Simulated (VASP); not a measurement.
Set up this calculation in VASP 6.6.1, as the native input.

| Property | Result |
| --- | --- |
| Task | single point |
| Functional | PBE |
| Potentials or basis | VASP PAW PBE potentials, release 64 (Nb_sv, Si) |
| Cutoff | 520 eV |
| k mesh | 9 × 9 × 9 |
| Occupations | fermi-dirac, width 0.05 eV |
| Spin | no spin polarisation |
| Dipole correction | no |
| Further INCAR settings | ALGO = Normal; EDIFF = 1e-06; NBANDS = 16 |

The structure of NbSi lies in POSCAR:

```
NbSi
1.0
    0.0000000000      2.5908757285      2.5908757285
    2.5908757285      0.0000000000      2.5908757285
    2.5908757285      2.5908757285      0.0000000000
Nb Si
1 1
Direct
    0.0000000000      0.0000000000      0.0000000000
    0.5000000000      0.5000000000      0.5000000000
```

The input as run:

INCAR

```
SYSTEM = NbSi
PREC = Accurate
ENCUT = 520
EDIFF = 1E-6
ISMEAR = -1
SIGMA = 0.05
LREAL = .FALSE.
LASPH = .TRUE.
NELM = 100
ALGO = Normal
ISIF = 2
LWAVE = .FALSE.
LCHARG = .FALSE.
GGA = PE
NBANDS = 16
```

KPOINTS

```
Automatic mesh
0
G
  9 9 9
  0 0 0
```

Potentials or basis: VASP PAW PBE potentials, release 64 (Nb_sv, Si).

Launch:

```bash
$ cat potpaw_PBE.64/Nb_sv/POTCAR potpaw_PBE.64/Si/POTCAR > POTCAR
$ mpirun -np 1 vasp_std > vasp.out
```

It gave:

```
Pressure : -3.1 GPa
```

It took 8.6 s on 1 thread of Intel(R) Xeon(R) 6975P-C (Granite Rapids), with other jobs on the host, peak memory 0.16 GiB.
